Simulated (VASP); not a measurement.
# NaPt (P-6m2) in VASP: single point with LDA

Aim: the single point of NaPt with LDA.

Program: VASP 6.6.1. These are calculated values, not measurements. Logs are shortened: lines on timing, memory, paths and dates and some standing lists are left out, and cuts for length are marked.

### 1 The cell of the first run

The structure is hexagonal, space group P-6m2 (No. 187). Conventional cell: a = 2.673 Å, b = 2.673 Å, c = 4.420 Å, α = 90.00°, β = 90.00°, γ = 120.00°. Within 3.5 Å of Na (site symmetry -6m2) lie 6 Na at 2.67 Å and 6 Pt at 2.70 Å. Pt (site symmetry -6m2) has 6 Pt at 2.67 Å and 6 Na at 2.70 Å within 3.5 Å.

### 2 Single point, LDA

Contents of INCAR:

```
SYSTEM = NaPt
PREC = Accurate ; ENCUT = 520
EDIFF = 1E-6 ; ISMEAR = 0
SIGMA = 0.15 ; LREAL = .False.
LASPH = .True. ; NELM = 80
ALGO = Normal ; ISIF = 2
LWAVE = .False. ; LCHARG = .False.
GGA = CA ; NBANDS = 16
```

Contents of KPOINTS:

```
regular mesh
0
Gamma
  18 18 10
  0 0 0
```

Contents of POSCAR:

```
NaPt
1.0
    2.6735000000      0.0000000000      0.0000000000
   -1.3367500000      2.3153189170      0.0000000000
    0.0000000000      0.0000000000      4.4196000000
Na Pt
1 1
Direct
    0.6666666667      0.3333333333      0.5000000000
    0.3333333333      0.6666666667      0.0000000000
```

Potentials or basis: VASP PAW LDA potentials, release 64 (Na_pv, Pt).

Run with:

```sh
$ cat potpaw_LDA.64/Na_pv/POTCAR potpaw_LDA.64/Pt/POTCAR > POTCAR
$ mpirun -np 1 vasp_std > vasp.out
```

OUTCAR:

```text
SYSTEM = NaPt
   PREC = Accurate
   ENCUT = 520
   EDIFF = 1E-6
   ISMEAR = 0
   LREAL = .False.
   LASPH = .True.
   NELM = 80
   ISIF = 2
   GGA = CA

 ion  position               nearest neighbor table
   1  0.667  0.333  0.500-   2 2.70   2 2.70   2 2.70   2 2.70   2 2.70   2 2.70
   2  0.333  0.667  0.000-   1 2.70   1 2.70   1 2.70   1 2.70   1 2.70   1 2.70

  LATTYP: Found a hexagonal cell.
 ALAT       =     2.6735000000
 C/A-ratio  =     1.6531138956

  Lattice vectors:

 A1 = (   2.6735000000,   0.0000000000,   0.0000000000)
 A2 = (  -1.3367500000,   2.3153189170,   0.0000000000)
 A3 = (   0.0000000000,   0.0000000000,   4.4196000000)

Analysis of symmetry for initial positions (statically):
=====================================================================
 Subroutine PRICEL returns:
 Original cell was already a primitive cell.

 Routine SETGRP: Setting up the symmetry group for a
 hexagonal supercell.

 Subroutine GETGRP returns: Found 12 space group operations
 (whereof 12 operations were pure point group operations)
 out of a pool of 24 trial point group operations.

The static configuration has the point symmetry D_3h.

Analysis of symmetry for dynamics (positions and initial velocities):
=====================================================================
 Subroutine PRICEL returns:
 Original cell was already a primitive cell.

 Routine SETGRP: Setting up the symmetry group for a
 hexagonal supercell.

 Subroutine GETGRP returns: Found 12 space group operations
 (whereof 12 operations were pure point group operations)
 out of a pool of 24 trial point group operations.

The dynamic configuration has the point symmetry D_3h.

 Subroutine INISYM returns: Found 12 space group operations
 (whereof 12 operations are pure point group operations),
 and found     1 'primitive' translations

----------------------------------------------------------------------------------------

                                     Primitive cell

  volume of cell :      27.3573

  direct lattice vectors                    reciprocal lattice vectors
     2.673500000  0.000000000  0.000000000     0.374041519  0.215952971  0.000000000
    -1.336750000  2.315318917  0.000000000     0.000000000  0.431905943  0.000000000
     0.000000000  0.000000000  4.419600000     0.000000000  0.000000000  0.226264820

  length of vectors
     2.673500000  2.673500000  4.419600000     0.431905943  0.431905943  0.226264820

  position of ions in fractional coordinates (direct lattice)
     0.666666667  0.333333333  0.500000000
     0.333333333  0.666666667  0.000000000

  ion indices of the primitive-cell ions
   primitive index   ion index
                 1           1
                 2           2

----------------------------------------------------------------------------------------

 KPOINTS: regular mesh

Automatic generation of k-mesh.
 Grid dimensions read from file:
 generate k-points for:   18   18   10

 Generating k-lattice:

  Cartesian coordinates                     Fractional coordinates (reciprocal lattice)
     0.020780084  0.011997387  0.000000000     0.055555556  0.000000000  0.000000000
     0.000000000  0.023994775  0.000000000     0.000000000  0.055555556  0.000000000
     0.000000000  0.000000000  0.022626482     0.000000000  0.000000000  0.100000000

  Length of vectors
     0.023994775  0.023994775  0.022626482

  Shift w.r.t. Gamma in fractional coordinates (k-lattice)
     0.000000000  0.000000000  0.000000000

 Subroutine IBZKPT returns following result:
 ===========================================

 Found    222 irreducible k-points:

 Following reciprocal coordinates:
            Coordinates               Weight
  0.000000  0.000000  0.000000      1.000000
  0.055556  0.000000  0.000000      6.000000
  0.111111  0.000000  0.000000      6.000000
  0.166667  0.000000  0.000000      6.000000
  0.222222  0.000000  0.000000      6.000000
  0.277778  0.000000  0.000000      6.000000
[... 16 lines left out ...]
  0.333333  0.111111  0.000000     12.000000
  0.388889  0.111111  0.000000     12.000000
 [... further k-points ...]
   k-points           NKPTS =    222   k-points in BZ     NKDIM =    222   number of bands    NBANDS=     16
   number of dos      NEDOS =    301   number of ions     NIONS =      2
   total plane-waves  NPLWV =  14400
   dimension x,y,z NGX =    20 NGY =   20 NGZ =   36
   dimension x,y,z NGXF=    40 NGYF=   40 NGZF=   72
   ions per type =               1   1
   NGX,Y,Z   is equivalent  to a cutoff of  12.44, 12.44, 13.54 a.u.
   NGXF,Y,Z  is equivalent  to a cutoff of  24.87, 24.87, 27.08 a.u.
 SYSTEM =  NaPt
   PREC   = accura    normal or accurate (medium, high low for compatibility)
   ISTART =      0    job   : 0-new  1-cont  2-samecut
   ICHARG =      2    charge: 1-file 2-atom 10-const
   ISPIN  =      1    spin polarized calculation?
   LNONCOLLINEAR =      F non collinear calculations
   LSORBIT =      F    spin-orbit coupling
   LASPH  =      T    aspherical Exc in radial PAW
   ENCUT  =  520.0 eV  38.22 Ry    6.18 a.u.   4.97  4.97  8.22*2*pi/ulx,y,z
   NELM   =     80;   NELMIN=  2; NELMDL= -5     # of ELM steps
   EDIFF  = 0.1E-05   stopping-criterion for ELM
   LREAL  =      F    real-space projection
   EDIFFG = 0.1E-04   stopping-criterion for IOM
   NSW    =      0    number of steps for IOM
   IBRION =     -1    ionic relax: 0-MD 1-quasi-New 2-CG
   NFREE  =      0    steps in history (QN), initial steepest desc. (CG)
   ISIF   =      2    stress and relaxation
   ISYM   =      2    0-nonsym 1-usesym 2-fastsym
   POTIM  = 0.5000    time-step for ionic-motion
   TEBEG  =    0.0;   TEEND  =   0.0 temperature during run
   PSTRESS=    0.0 pullay stress
   NELECT =      17.0000    total number of electrons
   NUPDOWN=      -1.0000    fix difference up-down
   EMIN   =  10.00;   EMAX   =-10.00  energy-range for DOS
   EFERMI =   0.00;   METHOD = LEGACY
   ISMEAR =     0;   SIGMA  =   0.15  broadening in eV -4-tet -1-fermi 0-gaus
   EFERMI_NEDOS =   21; number of points for ismear=-14 and -15
   IALGO  =     38    algorithm
   IMIX   =      4    mixing-type and parameters
     AMIX     =   0.40;   BMIX     =  1.00
     AMIX_MAG =   1.60;   BMIX_MAG =  1.00
  volume/ion in A,a.u.               =      13.68        92.31
  Fermi-wavevector in a.u.,A,eV,Ry     =   1.397011  2.639968 26.553669  1.951640
  Thomas-Fermi vector in A             =   2.520309
   LORBIT       =      0    0 simple, 1 ext, 2 COOP (PROOUT), +10 PAW based schemes
   GGA     = CA    functional components
   LHFCALC =     F    Hartree Fock is set to
   AEXX    =    0.0000 exact exchange contribution
   IVDW    =     0    specifies the selected vdW correction
   LEPSILON=     F    determine dielectric tensor
   LRPA    =     F    only Hartree local field effects (RPA)
 non-spin polarized calculation
 Gauss-broadening in eV      SIGMA  =   0.15
  energy-cutoff  :      520.00
  volume of cell :       27.36
 maximum number of plane-waves:       762
 NGX is ok and might be reduce to    20
   NGX =  9   NGY =  9   NGZ = 17

 number of electron      17.0000000 magnetization

 Free energy of the ion-electron system (eV)
  ---------------------------------------------------
  ext. energy  EPLUGINS =         0.00000000
  ---------------------------------------------------
  free energy    TOTEN  =        -9.03172843 eV

  energy without entropy =       -9.02232257  energy(sigma->0) =       -9.02702550

 E-fermi :   8.4413     XC(G=0): -12.3194

 val. band max:        8.4326197129   @ k =   0.3333   0.0556   0.5000
 cond. band min:       8.4602555183   @ k =   0.2778   0.1111   0.0000
 fundamental gap:      0.0276358054
 Fermi energy:         8.4413209474

 k-point     1 :       0.0000    0.0000    0.0000
  band No.  band energies     occupation
      1     -16.0260      2.00000
      2     -15.8276      2.00000
      3     -15.8276      2.00000
      4      -0.6152      2.00000
      5       2.9960      2.00000
      6       4.7748      2.00000
[... 8 lines left out ...]
     15      27.7428      0.00000
     16      29.6496      0.00000

 k-point     2 :       0.0556    0.0000    0.0000
  band No.  band energies     occupation
      1     -16.0228      2.00000
      2     -15.8472      2.00000
      3     -15.8314      2.00000
      4      -0.4830      2.00000
      5       3.0589      2.00000
      6       4.6983      2.00000
[... 8 lines left out ...]
     15      27.7589      0.00000
     16      29.5729      0.00000

 k-point     3 :       0.1111    0.0000    0.0000
  band No.  band energies     occupation
      1     -16.0135      2.00000
      2     -15.9034      2.00000
      3     -15.8425      2.00000
      4      -0.0992      2.00000
      5       3.2374      2.00000
      6       4.5030      2.00000
[... 8 lines left out ...]
     15      27.5496      0.00000
     16      28.7519      0.00000

 k-point     4 :       0.1667    0.0000    0.0000
  band No.  band energies     occupation
      1     -15.9993      2.00000
      2     -15.9884      2.00000
      3     -15.8594      2.00000
      4       0.4898      2.00000
      5       3.4805      2.00000
      6       4.3103      2.00000
[... 8 lines left out ...]
     15      26.5964      0.00000
     16      28.5781      0.00000
[... 324 lines left out ...]
 k-point    22 :       0.2778    0.1111    0.0000
  band No.  band energies     occupation
      1     -16.2921      2.00000
      2     -15.9591      2.00000
      3     -15.9406      2.00000
      4       2.2602      2.00000
      5       4.0069      2.00000
      6       4.2947      2.00000
[... 8 lines left out ...]
     15      24.3677      0.00000
     16      26.4623      0.00000

 k-point    23 :       0.3333    0.1111    0.0000
  band No.  band energies     occupation
      1     -16.3597      2.00000
      2     -15.9815      2.00000
      3     -15.9270      2.00000
      4       2.1411      2.00000
      5       3.7302      2.00000
      6       4.8477      2.00000
[... 8 lines left out ...]
     15      22.9007      0.00000
     16      25.8565      0.00000

 k-point    24 :       0.3889    0.1111    0.0000
  band No.  band energies     occupation
      1     -16.4033      2.00000
      2     -15.9962      2.00000
      3     -15.9180      2.00000
      4       2.0238      2.00000
      5       3.5610      2.00000
      6       5.1625      2.00000
[... 8 lines left out ...]
     15      22.4565      0.00000
     16      25.4643      0.00000

 [... further k-points ...]
[... 5 lines left out ...]
  --------------------------------------------------------------------------------------
  -------------------------------------------------------------------------------------
  Total        3.6501973      3.6501973      4.6042051     -0.0000000     -0.0000000      0.0000000
  in kB      213.7730452    213.7730452    269.6443182     -0.0000000     -0.0000000      0.0000000
  external PRESSURE =     232.3968029 kB  Pullay stress =       0.0000000 kB

 VOLUME and BASIS-vectors are now :
 -----------------------------------------------------------------------------
  energy-cutoff  :      520.00
  volume of cell :       27.36
      direct lattice vectors                 reciprocal lattice vectors
     2.673500000  0.000000000  0.000000000     0.374041519  0.215952971  0.000000000
    -1.336750000  2.315318917  0.000000000     0.000000000  0.431905943  0.000000000
     0.000000000  0.000000000  4.419600000     0.000000000  0.000000000  0.226264820

 POSITION                                       TOTAL-FORCE (eV/Angst)
 -----------------------------------------------------------------------------------
      1.33675      0.77177      2.20980        -0.000000      0.000000      0.000000
     -0.00000      1.54355      0.00000         0.000000      0.000000      0.000000
 -----------------------------------------------------------------------------------
    total drift:                               -0.000000      0.000000      0.000000

  FREE ENERGIE OF THE ION-ELECTRON SYSTEM (eV)
  ---------------------------------------------------
  free  energy   TOTEN  =        -9.0317284337 eV

  energy  without entropy=       -9.0223225656  energy(sigma->0) =       -9.02702550
```

Run time: 1.9 min. Hardware: 1 thread of Intel Xeon 8259CL, shared host; peak memory 0.21 GiB.

What came out:

```yaml
Free_energy: -9.0317 eV
Pressure: 23.2 GPa
```

Levels at points of the mesh, in eV from the Fermi level:
```tsv
k point	band 6	band 7	band 8	band 9	band 10	band 11
(0.00, 0.00, 0.00)	-3.67	-3.67	-1.03	-1.03	0.63	5.18
(0.50, 0.00, 0.00)	-3.23	-1.89	0.09	0.62	4.63	6.14
(0.00, 0.00, 0.50)	-3.67	-3.67	-3.66	-1.05	-1.05	8.99
(0.50, 0.00, 0.50)	-2.65	-1.86	0.62	1.06	2.62	5.78
```

Caveat: spin-orbit coupling is left out, which moves the levels of the heavy elements.
